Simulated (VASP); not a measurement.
# NaH (Fm-3m) in VASP: a series of runs

Runs on NaH. Level: r2SCAN. Tasks: relaxation of cell and atoms.

Everything below comes from runs of VASP 6.6.1. Logs are shortened: lines on timing, memory, paths and dates and some standing lists are left out, and cuts for length are marked.

**1. The cell of the first run**

The structure is cubic, space group Fm-3m (No. 225). The conventional cell has a = 4.794 Å, b = 4.794 Å, c = 4.794 Å, α = 90.00°, β = 90.00°, γ = 90.00°. Within 3.2 Å of Na (site symmetry m-3m) lie 6 H at 2.40 Å. Within 3.2 Å of H (site symmetry m-3m) lie 6 Na at 2.40 Å.

**2. Relaxation of cell and atoms, r2SCAN, target pressure 7 GPa, at which the enthalpy is minimised**

File POSCAR:

```
NaH
1.0
    2.3972153351      2.3972153351      0.0000000000
   -2.3972153351      2.3972153351      0.0000000000
    0.0000000000      2.3972153351      2.3972153351
Na H
1 1
Direct
    0.0000000000      0.0000000000      0.0000000000
    0.5000000000      0.5000000000      0.0000000000
```

File INCAR.step1:

```
PREC = Accurate
ENCUT = 600
ISMEAR = 0
SIGMA = 0.01
LREAL = False
LASPH = True
NELM = 80
GGA = PE
ALGO = Normal
EDIFF = 1E-4
LWAVE = True
LCHARG = False
```

File INCAR.step2:

```
PREC = Accurate
ENCUT = 600
EDIFF = 1E-6
ISMEAR = 0
SIGMA = 0.01
LREAL = False
LASPH = True
NELM = 80
ALGO = Normal
ISIF = 3
LWAVE = False
LCHARG = False
METAGGA = R2SCAN
LMIXTAU = True
IBRION = 2
NSW = 100
EDIFFG = -0.002
PSTRESS = 70.0
ISTART = 1
```

File KPOINTS:

```
Automatic mesh
0
Gamma
  8 8 8
```

Potentials or basis: VASP PAW PBE potentials, release 64 (Na_pv, H).

Command:

```bash
cat potpaw_PBE.64/Na_pv/POTCAR potpaw_PBE.64/H/POTCAR > POTCAR
cp INCAR.step1 INCAR
mpirun -np 1 vasp_std > vasp.out
cp INCAR.step2 INCAR
mpirun -np 1 vasp_std > vasp.out
```

OUTCAR:

```text
PREC = Accurate
   ENCUT = 600
   EDIFF = 1E-6
   ISMEAR = 0
   LREAL = False
   LASPH = True
   NELM = 80
   ISIF = 3
   METAGGA = R2SCAN
   IBRION = 2
   NSW = 100
   EDIFFG = -0.002
   PSTRESS = 70.0
   ISTART = 1

 ion  position               nearest neighbor table
   1  0.000  0.000  0.000-
   2  0.500  0.500  0.000-

  LATTYP: Found a face centered cubic cell.
 ALAT       =     4.7944306702

  Lattice vectors:

 A1 = (   0.0000000000,   2.3972153351,   2.3972153351)
 A2 = (   2.3972153351,   0.0000000000,   2.3972153351)
 A3 = (   2.3972153351,   2.3972153351,   0.0000000000)

Analysis of symmetry for initial positions (statically):
=====================================================================
 Subroutine PRICEL returns:
 Original cell was already a primitive cell.

 Routine SETGRP: Setting up the symmetry group for a
 face centered cubic supercell.

 Subroutine GETGRP returns: Found 48 space group operations
 (whereof 48 operations were pure point group operations)
 out of a pool of 48 trial point group operations.

The static configuration has the point symmetry O_h .

Analysis of symmetry for dynamics (positions and initial velocities):
=====================================================================
 Subroutine PRICEL returns:
 Original cell was already a primitive cell.

 Routine SETGRP: Setting up the symmetry group for a
 face centered cubic supercell.

 Subroutine GETGRP returns: Found 48 space group operations
 (whereof 48 operations were pure point group operations)
 out of a pool of 48 trial point group operations.

The dynamic configuration has the point symmetry O_h .

 Subroutine INISYM returns: Found 48 space group operations
 (whereof 48 operations are pure point group operations),
 and found     1 'primitive' translations

----------------------------------------------------------------------------------------

                                     Primitive cell

  volume of cell :      27.5519

  direct lattice vectors                    reciprocal lattice vectors
     2.397215335  2.397215335  0.000000000     0.208575339  0.208575339 -0.208575339
    -2.397215335  2.397215335  0.000000000    -0.208575339  0.208575339 -0.208575339
     0.000000000  2.397215335  2.397215335     0.000000000  0.000000000  0.417150677

  length of vectors
     3.390174439  3.390174439  3.390174439     0.361263084  0.361263084  0.417150677

  position of ions in fractional coordinates (direct lattice)
     0.000000000  0.000000000  0.000000000
     0.500000000  0.500000000  0.000000000

  ion indices of the primitive-cell ions
   primitive index   ion index
                 1           1
                 2           2

----------------------------------------------------------------------------------------

 KPOINTS: Automatic mesh

Automatic generation of k-mesh.
 Grid dimensions read from file:
 generate k-points for:    8    8    8

 Generating k-lattice:

  Cartesian coordinates                     Fractional coordinates (reciprocal lattice)
     0.026071917  0.026071917 -0.026071917     0.125000000  0.000000000  0.000000000
    -0.026071917  0.026071917 -0.026071917     0.000000000  0.125000000  0.000000000
     0.000000000  0.000000000  0.052143835     0.000000000  0.000000000  0.125000000

  Length of vectors
     0.045157885  0.045157885  0.052143835

  Shift w.r.t. Gamma in fractional coordinates (k-lattice)
     0.000000000  0.000000000  0.000000000

 Subroutine IBZKPT returns following result:
 ===========================================

 Found     29 irreducible k-points:

 Following reciprocal coordinates:
            Coordinates               Weight
  0.000000  0.000000  0.000000      1.000000
  0.125000  0.000000  0.000000      8.000000
  0.250000  0.000000  0.000000      8.000000
  0.375000  0.000000  0.000000      8.000000
  0.500000  0.000000  0.000000      4.000000
  0.125000  0.125000  0.000000     12.000000
[... 16 lines left out ...]
  0.375000  0.250000  0.125000     48.000000
  0.500000  0.250000  0.125000     24.000000
 [... further k-points ...]
   k-points           NKPTS =     29   k-points in BZ     NKDIM =     29   number of bands    NBANDS=      8
   number of dos      NEDOS =    301   number of ions     NIONS =      2
   total plane-waves  NPLWV =  21952
   dimension x,y,z NGX =    28 NGY =   28 NGZ =   28
   dimension x,y,z NGXF=    56 NGYF=   56 NGZF=   56
   ions per type =               1   1
   NGX,Y,Z   is equivalent  to a cutoff of  13.73, 13.73, 13.73 a.u.
   NGXF,Y,Z  is equivalent  to a cutoff of  27.46, 27.46, 27.46 a.u.
 SYSTEM =  unknown system
   PREC   = accura    normal or accurate (medium, high low for compatibility)
   ISTART =      1    job   : 0-new  1-cont  2-samecut
   ICHARG =      0    charge: 1-file 2-atom 10-const
   ISPIN  =      1    spin polarized calculation?
   LNONCOLLINEAR =      F non collinear calculations
   LSORBIT =      F    spin-orbit coupling
   LASPH  =      T    aspherical Exc in radial PAW
   ENCUT  =  600.0 eV  44.10 Ry    6.64 a.u.   6.77  6.77  6.77*2*pi/ulx,y,z
   NELM   =     80;   NELMIN=  2; NELMDL=  0     # of ELM steps
   EDIFF  = 0.1E-05   stopping-criterion for ELM
   LREAL  =      F    real-space projection
   EDIFFG = -.2E-02   stopping-criterion for IOM
   NSW    =    100    number of steps for IOM
   IBRION =      2    ionic relax: 0-MD 1-quasi-New 2-CG
   NFREE  =      1    steps in history (QN), initial steepest desc. (CG)
   ISIF   =      3    stress and relaxation
   ISYM   =      2    0-nonsym 1-usesym 2-fastsym
   POTIM  = 0.5000    time-step for ionic-motion
   TEBEG  =    0.0;   TEEND  =   0.0 temperature during run
   PSTRESS=   70.0 pullay stress
   NELECT =       8.0000    total number of electrons
   NUPDOWN=      -1.0000    fix difference up-down
   EMIN   =  10.00;   EMAX   =-10.00  energy-range for DOS
   EFERMI =   0.00;   METHOD = LEGACY
   ISMEAR =     0;   SIGMA  =   0.01  broadening in eV -4-tet -1-fermi 0-gaus
   EFERMI_NEDOS =   21; number of points for ismear=-14 and -15
   IALGO  =     38    algorithm
   IMIX   =      4    mixing-type and parameters
     AMIX     =   0.40;   BMIX     =  1.00
     AMIX_MAG =   1.60;   BMIX_MAG =  1.00
  volume/ion in A,a.u.               =      13.78        92.96
  Fermi-wavevector in a.u.,A,eV,Ry     =   1.084063  2.048582 15.989460  1.175192
  Thomas-Fermi vector in A             =   2.220144
   LORBIT       =      0    0 simple, 1 ext, 2 COOP (PROOUT), +10 PAW based schemes
   METAGGA = R2SCAN    functional components
   LHFCALC =     F    Hartree Fock is set to
   AEXX    =    0.0000 exact exchange contribution
   IVDW    =     0    specifies the selected vdW correction
   LEPSILON=     F    determine dielectric tensor
   LRPA    =     F    only Hartree local field effects (RPA)
 conjugate gradient relaxation of ions
 non-spin polarized calculation
 Gauss-broadening in eV      SIGMA  =   0.01
  energy-cutoff  :      600.00
  volume of cell :       27.55
 maximum number of plane-waves:       941
   NGX = 13   NGY = 13   NGZ = 13

--------------------------------------- Ionic step        1  -------------------------------------------

 number of electron       7.9999992 magnetization

 Free energy of the ion-electron system (eV)
  ---------------------------------------------------
  ext. energy  EPLUGINS =         0.00000000
  ---------------------------------------------------
  free energy    TOTEN  =        -7.60346280 eV

  energy without entropy =       -7.60346280  energy(sigma->0) =       -7.60346280

------------------------ aborting loop because EDIFF is reached ----------------------------------------

  FORCE on cell =-STRESS in cart. coord.  units (eV):
  Direction    XX          YY          ZZ          XY          YZ          ZX
  --------------------------------------------------------------------------------------
  -------------------------------------------------------------------------------------
  Total       -0.0527469     -0.0527469     -0.0527469     -0.0000000     -0.0000000     -0.0000000
  in kB       -3.0672992     -3.0672992     -3.0672992     -0.0000000     -0.0000000     -0.0000000
  external PRESSURE =     -73.0672992 kB  Pullay stress =      70.0000000 kB
[... 99 lines left out ...]
  enthalpy is  TOTEN    =        -6.5321954259 eV   P V=        0.9999010271

--------------------------------------- Ionic step        4  -------------------------------------------

 number of electron       8.0000003 magnetization

 Free energy of the ion-electron system (eV)
  ---------------------------------------------------
  ext. energy  EPLUGINS =         0.00000000
  ---------------------------------------------------
  free energy    TOTEN  =        -7.51526898 eV

  energy without entropy =       -7.51526898  energy(sigma->0) =       -7.51526898

 E-fermi :  -0.6097     XC(G=0):  -9.0199

 val. band max:       -0.6613907870   @ k =   0.5000   0.5000   0.2500
 cond. band min:       4.1433462202   @ k =   0.5000   0.0000   0.0000
 fundamental gap:      4.8047370072
 Fermi energy:        -0.6097210227

 k-point     1 :       0.0000    0.0000    0.0000
  band No.  band energies     occupation
      1     -23.1756      2.00000
      2     -23.1755      2.00000
      3     -23.1753      2.00000
      4      -4.8679      2.00000
      5      13.0543      0.00000
      6      17.4872      0.00000
      7      17.4878      0.00000
      8      17.4885      0.00000
[... 243 lines left out ...]
 k-point    24 :       0.5000    0.2500    0.1250
  band No.  band energies     occupation
      1     -23.3353      2.00000
      2     -23.2424      2.00000
      3     -23.2110      2.00000
      4      -1.1741      2.00000
      5       5.0593      0.00000
      6       8.7709      0.00000
      7      12.7547      0.00000
      8      17.7419      0.00000

 [... further k-points ...]

------------------------ aborting loop because EDIFF is reached ----------------------------------------

  FORCE on cell =-STRESS in cart. coord.  units (eV):
  Direction    XX          YY          ZZ          XY          YZ          ZX
  --------------------------------------------------------------------------------------
  -------------------------------------------------------------------------------------
  Total        0.9796679      0.9796679      0.9796679     -0.0000000     -0.0000000      0.0000000
  in kB       69.8596740     69.8596740     69.8596740     -0.0000000     -0.0000000      0.0000000
  external PRESSURE =      -0.1403260 kB  Pullay stress =      70.0000000 kB
[... 17 lines left out ...]
  FREE ENERGIE OF THE ION-ELECTRON SYSTEM (eV)
  ---------------------------------------------------
  free  energy   TOTEN  =        -7.5152689785 eV

  energy  without entropy=       -7.5152689785  energy(sigma->0) =       -7.51526898

  enthalpy is  TOTEN    =        -6.5336332615 eV   P V=        0.9816357169

 reached required accuracy - stopping structural energy minimisation
```

It took 75 s on 1 thread of AMD EPYC 9R45 (Zen 5), shared host; peak memory 0.13 GiB.

What came out:

- Free energy: -7.5153 eV
- Relaxed volume: 11.23 Å³/atom
- Relaxed cell: a = 3.167 Å, b = 3.167 Å, c = 3.167 Å, α = 60.00°, β = 60.00°, γ = 90.00°
- Space group after relaxing (to 0.1 Å): Fm-3m (No. 225)
- Energy change on relaxing (the run minimises the enthalpy): +44.1 meV/atom
- Ionic steps: 4
- Pressure after relaxing: 7.0 GPa
- Band gap on the k mesh: 4.80 eV (least direct gap 5.72 eV)

The path:
```
step  energy change (eV)  largest force (eV/Å)  pressure (GPa)  volume (Å³)
   1              0.0000                0.0000           -0.31        27.55
   2              0.0141                0.0000            2.34        25.12
   3              0.0714                0.0000            6.17        22.89
   4              0.0882                0.0000            6.99        22.47
```

Final structure:
```
CELL_PARAMETERS angstrom
2.23964 2.23964 0.00000
-2.23964 2.23964 0.00000
0.00000 2.23964 2.23964
ATOMIC_POSITIONS crystal
Na 0.00000 0.00000 0.00000
H 0.50000 0.50000 0.00000
```

Caveat: the cell is relaxed towards a set pressure, so the run minimises the enthalpy, not the energy; the volume moved by over 15 % at a fixed basis, so the end points are rough; the PAW data sets were made with another functional, which shifts forces and pressure a little. A k mesh can miss the band edges.

**3. Relaxation of cell and atoms, r2SCAN, target pressure 10 GPa, at which the enthalpy is minimised**

POSCAR is that of step 2.

File INCAR.step1:

```
SYSTEM = NaH
PREC = Accurate
ENCUT = 600
ISMEAR = 0
SIGMA = 0.01
LREAL = .FALSE.
LASPH = .TRUE.
NELM = 100
GGA = PE
ALGO = Normal
EDIFF = 1E-4
LWAVE = .TRUE.
LCHARG = .FALSE.
```

File INCAR.step2:

```
SYSTEM = NaH
PREC = Accurate
ENCUT = 600
EDIFF = 1E-6
ISMEAR = 0
SIGMA = 0.01
LREAL = .FALSE.
LASPH = .TRUE.
NELM = 100
ALGO = Normal
ISIF = 3
LWAVE = .FALSE.
LCHARG = .FALSE.
METAGGA = R2SCAN
LMIXTAU = .TRUE.
IBRION = 2
NSW = 100
EDIFFG = -0.002
PSTRESS = 100.0
ISTART = 1
```

File KPOINTS:

```
regular mesh
0
G
  8 8 8
  0 0 0
```

Potentials or basis: VASP PAW PBE potentials, release 64 (Na_pv, H).

Command:

```bash
cat potpaw_PBE.64/Na_pv/POTCAR potpaw_PBE.64/H/POTCAR > POTCAR
cp INCAR.step1 INCAR
mpirun -np 1 vasp_std > vasp.out
cp INCAR.step2 INCAR
mpirun -np 1 vasp_std > vasp.out
```

It took 3.3 min on 1 thread of AMD EPYC 9R45 (Zen 5), shared host; peak memory 0.13 GiB.

Results (log left out):

```
Free energy                                                : -7.4548 eV
Relaxed volume                                             : 10.65 Å³/atom
Relaxed cell                                               : a = 3.112 Å, b = 3.112 Å, c = 3.112 Å, α = 60.00°, β = 60.00°, γ = 90.00°
Space group after relaxing (to 0.1 Å)                      : Fm-3m (No. 225)
Energy change on relaxing (the run minimises the enthalpy) : +74.3 meV/atom
Ionic steps                                                : 23
Pressure after relaxing                                    : 10.0 GPa
Band gap on the k mesh                                     : 4.91 eV (least direct gap 5.84 eV)
```

Step by step:
```csv
step,energy change (eV),largest force (eV/Å),pressure (GPa),volume (Å³)
1,0.0000,0.0000,-0.31,27.55
2,0.0319,0.0000,3.82,24.17
3,0.1126,0.0000,8.26,21.94
4,0.1544,0.0000,10.20,21.21
5,0.1472,0.0000,9.92,21.33
6,0.1472,0.0000,9.92,21.33
7,0.1472,0.0000,9.91,21.33
8,0.1472,0.0000,9.92,21.33
9,0.1472,0.0000,9.92,21.33
10,0.1472,0.0000,9.92,21.33
11,0.1472,0.0000,9.92,21.33
12,0.1472,0.0000,9.92,21.33
13,0.1472,0.0000,9.92,21.33
14,0.1472,0.0000,9.92,21.33
15,0.1472,0.0000,9.92,21.33
16,0.1473,0.0000,9.91,21.33
17,0.1473,0.0000,9.91,21.33
18,0.1474,0.0000,9.90,21.32
19,0.1476,0.0000,9.89,21.32
20,0.1481,0.0000,9.96,21.31
21,0.1490,0.0000,10.12,21.30
22,0.1483,0.0000,9.95,21.31
23,0.1487,0.0000,10.02,21.30
```

Final structure:
```yaml
crystal:
  lattice:
    - [2.20028, 2.20028, 0.00000]
    - [-2.20028, 2.20028, 0.00000]
    - [0.00000, 2.20028, 2.20028]
  atoms:
    - { symbol: Na, position: [0.00000, 0.00000, 0.00000] }
    - { symbol: H, position: [0.50000, 0.50000, 0.00000] }
```

Levels at points of the mesh, in eV from the valence-band top:
```tsv
k point	band 2	band 3	band 4	band 5	band 6	band 7
(0.00, 0.00, 0.00)	-22.44	-22.44	-4.37	14.30	18.59	18.59
(0.50, 0.00, 0.00)	-22.46	-22.46	-0.92	4.91	13.88	15.78
(0.50, 0.50, 0.00)	-22.51	-22.51	-0.25	5.91	11.81	13.40
```

Caveat: the cell is relaxed towards a set pressure, so the run minimises the enthalpy, not the energy; the volume moved by over 15 % at a fixed basis, so the end points are rough; the PAW data sets were made with another functional, which shifts forces and pressure a little. A k mesh can miss the band edges.

[end of part 1 of 2]
